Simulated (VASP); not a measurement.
Set up this calculation in VASP 6.6.1, as the native input.

```yaml
Task: single point
Functional: PBE
Potentials_or_basis: VASP PAW PBE potentials, release 64 (Sb)
Cutoff: 500 eV
k_mesh: 14 × 14 × 14
Occupations: gaussian, width 0.1 eV
Spin: no spin polarisation
Dipole_correction: no
Further_INCAR_settings: ALGO = Normal; EDIFF = 1e-06; NBANDS = 8
```

The structure of Sb lies in POSCAR:

```
Sb
1.0
    0.0000000000      2.3712425216      2.3712425216
    2.3712425216      0.0000000000      2.3712425216
    2.3712425216      2.3712425216      0.0000000000
Sb
1
Direct
   -0.0525230966      0.0665916702      0.0222183094
```

This cell differs from its parent crystal: one atom moved.

One way to write it, as run:

INCAR

```
SYSTEM = Sb
PREC = Accurate ; ENCUT = 500
EDIFF = 1E-6 ; ISMEAR = 0
SIGMA = 0.1 ; LREAL = .False.
LASPH = .True. ; NELM = 120
ALGO = Normal ; ISIF = 2
LWAVE = .False. ; LCHARG = .False.
GGA = PE ; NBANDS = 8
GGA_COMPAT = .False.
```

KPOINTS

```
Automatic mesh
0
Gamma
  14 14 14
  0 0 0
```

Potentials or basis: VASP PAW PBE potentials, release 64 (Sb).

Launch:

```bash
$ cat potpaw_PBE.64/Sb/POTCAR > POTCAR
$ mpirun -np 1 vasp_std > vasp.out
```

Results of the run:

| Item | Value |
| --- | --- |
| Pressure | 1.7 GPa |

Caveat: the cell differs from its parent crystal (one atom moved).

Wall time 4.3 s on 1 thread of Intel(R) Xeon(R) 6975P-C (Granite Rapids), with other jobs on the host, peak memory 0.14 GiB.
